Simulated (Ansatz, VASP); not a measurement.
## Ca in VASP and in Ansatz

INCAR

```
PREC = Accurate
ENCUT = 520
EDIFF = 1E-6
ISMEAR = -1
SIGMA = 0.15
LREAL = False
LASPH = True
NELM = 100
ALGO = Normal
ISIF = 2
LWAVE = False
LCHARG = False
GGA = PE
NBANDS = 11
```

File KPOINTS:

```
Automatic mesh
0
Gamma
  6 6 6
```

POSCAR

```
Ca
1.0
    0.0284100000      2.8415900000      2.6659100000
    2.7988400000     -0.0620000000      2.7563100000
    2.6904300000      2.8235800000      0.0464100000
Ca
1
Direct
    0.0000000000      0.0000000000      0.0000000000
```

Input for Ansatz:

```yaml
crystal:
  lattice:
    - [0.02841, 2.84159, 2.66591]
    - [2.79884, -0.062, 2.75631]
    - [2.69043, 2.82358, 0.04641]
  atoms:
    - { symbol: Ca, position: [0.0, 0.0, 0.0] }
basis:
  ecutwfc: 540.0
  xc_grid: 2
kpoints:
  mp_grid:
    grid: [6, 6, 6]
hamiltonian:
  xc: pbe
scf:
  convergence:
    dr2_threshold: 1.0e-09
  occupations:
    method: fermi_dirac
    width: 0.15
output:
  forces: true
  stress: true
```

Alike in both runs: task single point; functional PBE; k mesh 6 × 6 × 6; occupations fermi-dirac, width 0.15 eV; no spin polarisation.

|  | VASP | Ansatz |
| --- | --- | --- |
| version | VASP 6.6.1 | Ansatz 0.2.0 |
| potentials or method | VASP PAW PBE potentials, release 64 (Ca_sv), cutoff 520 eV | plane waves, PAW |
| valence electrons in the cell | 10 | 10 |

|  | VASP | Ansatz | Ansatz less VASP |
| --- | --- | --- | --- |
| pressure (GPa) | 0.2 | 0.1 | -0.02 |
| traceless stress, the component that is largest in VASP (GPa) | -0.90 | -0.90 | +0.001 |

Ansatz's warnings: stress scf threshold loose.
